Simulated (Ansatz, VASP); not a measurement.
# One calculation of SnO3, two programs

```
Sn O
1.0
     1.57648   -9.21103    0.00000
     1.57648    9.21103    0.00000
     0.00000    0.00000    3.12287
Sn O
2 6
Direct
  0.16930 0.83070 0.75000
  0.83070 0.16930 0.25000
  0.29552 0.70448 0.75000
  0.70448 0.29552 0.25000
  0.57061 0.42939 0.75000
  0.42939 0.57061 0.25000
  0.07053 0.92947 0.25000
  0.92947 0.07053 0.75000
```

Alike in both runs: task single point; functional PBE; k mesh 6 × 6 × 6; occupations gaussian, width 0.1 eV; no spin polarisation.

```csv
,VASP,Ansatz
version,VASP 6.6.1,Ansatz 0.2.0
potentials or method,"VASP PAW PBE potentials, release 64 (Sn_d, O), cutoff 520 eV","scalar-relativistic, plane waves, PAW"
valence electrons in the cell,64,64
```

```csv
,VASP,Ansatz,Ansatz less VASP
gap on the k mesh at the Fermi level (eV),none,none,-
pressure (GPa),-4.7,-5.0,-0.25
"traceless stress, the component that is largest in VASP (GPa)",-10.67,-10.91,-0.237
rms of the force components (eV/Å),1.274,1.289,+0.0145
```

Atom by atom the forces differ by 0.018 eV/Å (rms over components). A gap of «none» marks a metal or a gap that the smearing closes. With one functional, cell and mesh, what is left measures potentials, basis and numerics.
